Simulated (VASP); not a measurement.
Here is a VASP 6.6.1 calculation.

File INCAR:

```
PREC = Accurate
ENCUT = 520
EDIFF = 1E-6
ISMEAR = 0
SIGMA = 0.1
LREAL = False
LASPH = True
NELM = 80
ALGO = Normal
ISIF = 2
LWAVE = False
LCHARG = True
LELF = True
LVHAR = True
NBANDS = 35
```

The input KPOINTS:

```
Automatic mesh
0
Gamma
  6 10 1
```

The input POSCAR:

```
Te2Mo
1.0
    6.3616090156      0.0000000000      0.0000000000
    0.0000000000      3.4804030600      0.0000000000
   -0.0857412231      0.0000000000     36.1758904685
Te Mo
4 2
Direct
    0.0791521300      0.7500000000      0.4434726800
    0.9208478700      0.2500000000      0.5565273200
    0.5707489000      0.2500000000      0.4592964200
    0.4292511000      0.7500000000      0.5407035800
    0.8186524400      0.7500000000      0.5025346300
    0.1813475600      0.2500000000      0.4974653700
```

Potentials or basis: VASP PAW LDA potentials, release 64 (Te, Mo_sv).

The run is started by

```console
$ cat potpaw_LDA.64/Te/POTCAR potpaw_LDA.64/Mo_sv/POTCAR > POTCAR
$ mpirun -np 1 vasp_std > vasp.out
```

Task: What does it give for the band gap on the k mesh?

Result: Zero (band 26 reaches -2.27 eV, above the bottom of band 27 at -2.44 eV).

Task: Predict the largest force.

Result: 0.428 eV/Å.

Forces on the atoms (eV/Å):
```
Te  -0.006  0.000  0.428
Te   0.006  0.000 -0.428
Te  -0.020  0.000  0.353
Te   0.020  0.000 -0.353
Mo   0.097  0.000  0.076
Mo  -0.097  0.000 -0.076
```

Caveat: spin-orbit coupling is left out, which moves the levels of the heavy elements.
